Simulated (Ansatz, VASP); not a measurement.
## Two plane-wave programs on MgSi2N2

INCAR

```
  ALGO = Normal
  EDIFF = 1E-6
  ENCUT = 520
  GGA = PE
  ISIF = 2
  ISMEAR = 0
  LASPH = True
  LCHARG = False
  LREAL = False
  LWAVE = False
  NBANDS = 18
  NELM = 100
  PREC = Accurate
  SIGMA = 0.1
```

File KPOINTS:

```
k-points
0
Gamma
  6 6 6
```

File POSCAR:

```
MgSi2N2
1.0
   -1.8303133800      1.8303133800      4.7624151200
    1.8303133800     -1.8303133800      4.7624151200
    1.8303133800      1.8303133800     -4.7624151200
Mg Si N
1 2 2
Direct
    0.0000000000      0.0000000000      0.0000000000
    0.7500000000      0.2500000000      0.5000000000
    0.2500000000      0.7500000000      0.5000000000
    0.3625393500      0.3625393500      0.0000000000
    0.6374606500      0.6374606500      0.0000000000
```

Input for Ansatz:

```yaml
crystal:
  lattice:
    - [-1.83031338, 1.83031338, 4.76241512]
    - [1.83031338, -1.83031338, 4.76241512]
    - [1.83031338, 1.83031338, -4.76241512]
  atoms:
    - { symbol: Mg, position: [0.0, 0.0, 0.0] }
    - { symbol: Si, position: [0.75, 0.25, 0.5] }
    - { symbol: Si, position: [0.25, 0.75, 0.5] }
    - { symbol: "N", position: [0.36253935, 0.36253935, 0.0] }
    - { symbol: "N", position: [0.63746065, 0.63746065, 0.0] }
basis:
  ecutwfc: 420
kpoints:
  mp_grid: { grid: [6, 6, 6] }
hamiltonian:
  xc: pbe
scf:
  occupations: { method: gaussian, width: 0.1 }
  lower_state_search: "off"
output:
  forces: true
  stress: true
  eigenvalues: true
```

Change from the starting cell: species swapped into the EuCo2Si2 type (I4/mmm, No. 139).

Alike in both runs: task single point; functional PBE; k mesh 6 × 6 × 6; occupations gaussian, width 0.1 eV; no spin polarisation.

|  | VASP | Ansatz |
| --- | --- | --- |
| version | VASP 6.6.1 | Ansatz 0.2.0 |
| potentials or method | VASP PAW PBE potentials, release 64 (Mg, Si, N), cutoff 520 eV | scalar-relativistic, plane waves, PAW |
| valence electrons in the cell | 20 | 28 |

|  | VASP | Ansatz | Ansatz less VASP |
| --- | --- | --- | --- |
| gap on the k mesh at the Fermi level (eV) | none | none | - |
| pressure (GPa) | 1.2 | 1.2 | +0.05 |
| traceless stress, the component that is largest in VASP (GPa) | -0.42 | -0.36 | +0.067 |
| rms of the force components (eV/Å) | 0.743 | 0.750 | +0.0075 |

Atom by atom the forces differ by 0.008 eV/Å (rms over components). A gap of «none» marks a metal or a gap that the smearing closes. VASP's potentials hold 20 valence electrons a cell and Ansatz's 28, so a difference there can come from the potentials and not from the codes.

The k mesh is coarse, so the values compare programs but aren't converged.
